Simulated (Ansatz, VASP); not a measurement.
**Ta2C3 in VASP and in Ansatz**

```xyz
5
Lattice="3.1771 -0.0008 0.0010 -1.5879 2.8069 0.1911 -0.0020 0.4649 6.0726" Properties=species:S:1:pos:R:3 pbc="T T T"
Ta    0.0000    1.7825    1.3388
Ta    1.5871    1.4885    4.9259
C    -1.5879    2.8069    0.1911
C    -0.0006    2.5261    3.6821
C     1.5877    0.7448    2.5826
```

Change from the starting cell: A-type sesquioxide type (P-3m1, No. 164); cell x1, atoms moved at random (sigma 0.1 Å) and cell strained at random (1.5 %), then relaxed without symmetry.

Alike in both runs: functional PBE; k mesh 12 × 12 × 4; occupations gaussian, width 0.1 eV; no spin polarisation.

Ansatz relaxed the structure, and its values are those at the end. VASP's run is a single point on that final structure, the one shown.

|  | VASP | Ansatz |
| --- | --- | --- |
| version | VASP 6.6.1 | Ansatz 0.2.0 |
| potentials or method | VASP PAW PBE potentials, release 64 (Ta_pv, C), cutoff 520 eV | scalar-relativistic, plane waves, PAW |
| valence electrons in the cell | 34 | 38 |

Ansatz gave:

- gap on the k mesh at the Fermi level (eV): none
- pressure (GPa): 0.0
- rms of the force components (eV/Å): 0.002

Question: Estimate VASP's values.

Answer: gap on the k mesh at the Fermi level (eV): none; pressure (GPa): 0.6; rms of the force components (eV/Å): 0.022.

A gap of «none» marks a metal or a gap that the smearing closes. VASP's potentials hold 34 valence electrons a cell and Ansatz's 38, so a difference there can come from the potentials and not from the codes.

Spin-orbit coupling is off throughout.
